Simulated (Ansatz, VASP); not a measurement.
# Two plane-wave programs on Zn

INCAR

```
PREC = Accurate ; ENCUT = 520
EDIFF = 1E-6 ; ISMEAR = 0
SIGMA = 0.15 ; LREAL = False
LASPH = True ; NELM = 100
ALGO = Fast ; ISIF = 2
LWAVE = False ; LCHARG = False
GGA = PE ; NBANDS = 19
```

The input KPOINTS:

```
Automatic mesh
0
Gamma
  24 24 10
```

The input POSCAR:

```
Zn
1.0
    2.5582061311      0.0000000000      0.0000000000
   -1.2791030655      2.2154714976      0.0000000000
    0.0000000000      0.0000000000      4.5509640000
Zn
2
Direct
    0.3333333333      0.6666666667      0.2500000000
    0.6666666667      0.3333333333      0.7500000000
```

Input for Ansatz:

```yaml
crystal:
  lattice:
    - [2.5582061311, 0.0, 0.0]
    - [-1.2791030655, 2.2154714976, 0.0]
    - [0.0, 0.0, 4.550964]
  atoms:
    - { symbol: Zn, position: [0.3333333333, 0.6666666667, 0.25] }
    - { symbol: Zn, position: [0.6666666667, 0.3333333333, 0.75] }
basis:
  ecutwfc: 420
kpoints:
  mp_grid: { grid: [24, 24, 10] }
hamiltonian:
  xc: pbe
scf:
  occupations: { method: gaussian, width: 0.15 }
output:
  forces: true
  stress: true
  eigenvalues: true
  write_density: true
  write_potential: true
  elf: true
  volumetric_format: npy
```

Change from the starting cell: strain -0.040 along x and y, -0.080 along z, atoms carried along.

Alike in both runs: task single point; functional PBE; k mesh 24 × 24 × 10; occupations gaussian, width 0.15 eV; no spin polarisation.

|  | VASP | Ansatz |
| --- | --- | --- |
| version | VASP 6.6.1 | Ansatz 0.2.0 |
| potentials or method | VASP PAW PBE potentials, release 64 (Zn), cutoff 520 eV | scalar-relativistic, plane waves, PAW |
| valence electrons in the cell | 24 | 24 |

```csv
,VASP,Ansatz,Ansatz less VASP
gap on the k mesh at the Fermi level (eV),none,none,-
pressure (GPa),17.6,16.8,-0.81
"traceless stress, the component that is largest in VASP (GPa)",-2.36,-2.21,+0.154
```

A gap of «none» marks a metal or a gap that the smearing closes.
